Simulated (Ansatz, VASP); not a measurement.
# One calculation of Se, two programs

```xyz
3
Lattice="4.3951 0.0000 0.0000 -2.1976 3.8063 0.0000 0.0000 0.0000 4.9864" Properties=species:S:1:pos:R:3 pbc="T T T"
Se    1.7022    2.9483    0.0000
Se   -0.4953    0.8579    3.3243
Se    0.9907    0.0000    1.6621
```

Change from the starting cell: volume scaled by 1.02.

Alike in both runs: task single point; functional PBEsol; k mesh 7 × 7 × 6; occupations fermi-dirac, width 0.05 eV; no spin polarisation.

|  | VASP | Ansatz |
| --- | --- | --- |
| version | VASP 6.6.1 | Ansatz 0.2.0 |
| potentials or method | VASP PAW PBE potentials, release 64 (Se), cutoff 520 eV | all-electron LAPW, scalar-relativistic |

Ansatz gave:

| Property | Result |
| --- | --- |
| gap on the k mesh at the Fermi level (eV) | 1.16 |
| least direct gap on the mesh (eV) | 1.43 |
| pressure (GPa) | -0.9 |
| traceless stress, the component that is largest in VASP (GPa) | 0.53 |
| rms of the force components (eV/Å) | 0.047 |

Problem. Estimate VASP's values.

Solution. gap on the k mesh at the Fermi level (eV): 1.15; least direct gap on the mesh (eV): 1.41; pressure (GPa): -0.7; traceless stress, the component that is largest in VASP (GPa): 0.60; rms of the force components (eV/Å): 0.074.

VASP's potentials were made for PBE, not for PBEsol. Atom by atom the forces differ by 0.027 eV/Å (rms over components). Ansatz ran all-electron here, and VASP with PAW potentials.
